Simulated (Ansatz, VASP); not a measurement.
As in VASP and in Ansatz

```
As
1.0
     3.11698    0.00000    0.00000
    -1.55849    2.69938    0.00000
     0.00000    0.00000   10.05288
As
4
Direct
  0.00000 0.00000 0.00000
  0.00000 0.00000 0.50000
  0.33333 0.66667 0.75000
  0.66667 0.33333 0.25000
```

Alike in both runs: task single point; functional PBEsol; k mesh 6 × 6 × 2; occupations gaussian, width 0.1 eV; no spin polarisation.

|  | VASP | Ansatz |
| --- | --- | --- |
| version | VASP 6.6.1 | Ansatz 0.2.0 |
| potentials or method | VASP PAW PBE potentials, release 64 (As), cutoff 520 eV | scalar-relativistic, plane waves, PAW |
| valence electrons in the cell | 20 | 60 |

Ansatz gave:

```
gap on the k mesh at the Fermi level (eV)                     : none
pressure (GPa)                                                : -9.6
traceless stress, the component that is largest in VASP (GPa) : 3.86
```

Estimate VASP's values.

gap on the k mesh at the Fermi level (eV): none; pressure (GPa): -9.6; traceless stress, the component that is largest in VASP (GPa): 3.87.

VASP's potentials were made for PBE, not for PBEsol. A gap of «none» marks a metal or a gap that the smearing closes. The functional is the same, so the differences come from potentials, cutoffs and numerics. VASP's potentials hold 20 valence electrons a cell and Ansatz's 60, so a difference there can come from the potentials and not from the codes.

The k mesh is coarse, so the values compare programs but aren't converged.
